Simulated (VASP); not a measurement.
The system is Bi.

```
Bi
1.0
    -1.98143    1.98143    1.98143
     1.98143   -1.98143    1.98143
     1.98143    1.98143   -1.98143
Bi
1
Direct
  0.00000 0.00000 0.00000
```

| Quantity | Value |
| --- | --- |
| Program | VASP 6.6.1 |
| Task | relaxation of cell and atoms |
| Functional | LDA |
| Potentials or basis | VASP PAW LDA potentials, release 64 (Bi_d) |
| Cutoff | 500 eV |
| k mesh | 8 × 8 × 8, shifted |
| Occupations | gaussian, width 0.02 eV |
| Spin | no spin polarisation |

At the start: pressure -3.3 GPa; volume 31.12 Å³/atom.

Question: Where does the relaxation end?

Answer: Over 3 steps the energy falls by 18.2 meV/atom and the volume is 29.43 Å³/atom (-5.4 %); space group Im-3m (No. 229, to 0.05 Å).

Step by step:
```csv
step,energy change (eV),largest force (eV/Å),pressure (GPa),volume (Å³)
1,0.0000,0.0000,-3.27,31.12
2,-0.0093,0.0000,2.67,28.34
3,-0.0182,0.0000,0.02,29.43
```

Final structure:
```cif
data_structure
_symmetry_space_group_name_H-M 'P 1'
_symmetry_Int_Tables_number 1
_cell_length_a 3.3688
_cell_length_b 3.3688
_cell_length_c 3.3688
_cell_angle_alpha 109.471
_cell_angle_beta 109.471
_cell_angle_gamma 109.471
_cell_volume 29.43
loop_
_atom_site_label
_atom_site_type_symbol
_atom_site_fract_x
_atom_site_fract_y
_atom_site_fract_z
_atom_site_occupancy
Bi1 Bi 0.00000 0.00000 0.00000 1
```
